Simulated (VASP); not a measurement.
Here is a VASP 6.6.1 calculation.

Contents of INCAR:

```
SYSTEM = Al
ALGO = Normal ; EDIFF = 1E-6
ENCUT = 520 ; GGA = PE
ISIF = 2 ; ISMEAR = 0
IVDW = 12 ; LASPH = .TRUE.
LCHARG = .FALSE. ; LREAL = .FALSE.
LWAVE = .FALSE. ; NBANDS = 14
NELM = 80 ; PREC = Accurate
SIGMA = 0.15
```

KPOINTS

```
k-points
0
G
  18 18 6
  0 0 0
```

POSCAR

```
Al
1.0
    2.7104180777      0.0000000000      0.0000000000
   -1.3552090389      2.3472909102      0.0000000000
    0.0000000000      0.0000000000      9.4886316065
Al
4
Direct
    0.0000000000      0.0000000000      0.0000000000
    0.3333333333      0.6666666667      0.2500000000
    0.0000000000      0.0000000000      0.5000000000
    0.6666666667      0.3333333333      0.7500000000
```

Potentials or basis: VASP PAW PBE potentials, release 64 (Al).

The run is started by

```sh
$ cat potpaw_PBE.64/Al/POTCAR > POTCAR
$ mpirun -np 1 vasp_std > vasp.out
```

Estimate the band gap on the k mesh.

zero (bands 6 and 7 overlap by 4.61 eV).

Predict the pressure.

5.4 GPa.

Stress tensor (GPa, compression positive):
```
7.71 0.00 0.00
0.00 7.71 0.00
0.00 0.00 0.65
```

Caveat: the cell stands under pressure.
